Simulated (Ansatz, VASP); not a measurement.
# Mg3CdSe4 in VASP and in Ansatz

```
Mg Cd Se
1.0
    -2.78681    2.78681    5.58585
     2.78681   -2.78681    5.58585
     2.78681    2.78681   -5.58585
Mg Cd Se
3 1 4
Direct
  0.75000 0.25000 0.50000
  0.25000 0.75000 0.50000
  0.00000 0.00000 0.00000
  0.50000 0.50000 0.00000
  0.00000 0.50000 0.50000
  0.75666 0.75666 0.00000
  0.50000 0.00000 0.50000
  0.24334 0.24334 0.00000
```

Alike in both runs: functional PBE; k mesh 4 × 4 × 4; occupations gaussian, width 0.1 eV; no spin polarisation.

Ansatz relaxed the structure, and its values are those at the end. VASP's run is a single point on that final structure, the one shown.

|  | VASP | Ansatz |
| --- | --- | --- |
| version | VASP 6.6.1 | Ansatz 0.2.0 |
| potentials or method | VASP PAW PBE potentials, release 64 (Mg, Cd, Se), cutoff 520 eV | scalar-relativistic, plane waves, PAW |
| valence electrons in the cell | 42 | 114 |

Ansatz gave:

- gap on the k mesh at the Fermi level (eV): 0.28
- least direct gap on the mesh (eV): 1.00
- pressure (GPa): 0.0
- rms of the force components (eV/Å): 0.004

Q: Estimate VASP's values.

A: gap on the k mesh at the Fermi level (eV): 0.26; least direct gap on the mesh (eV): 0.98; pressure (GPa): 0.0; rms of the force components (eV/Å): 0.002.

With one functional, cell and mesh, what is left measures potentials, basis and numerics. VASP's potentials hold 42 valence electrons a cell and Ansatz's 114, so a difference there can come from the potentials and not from the codes.
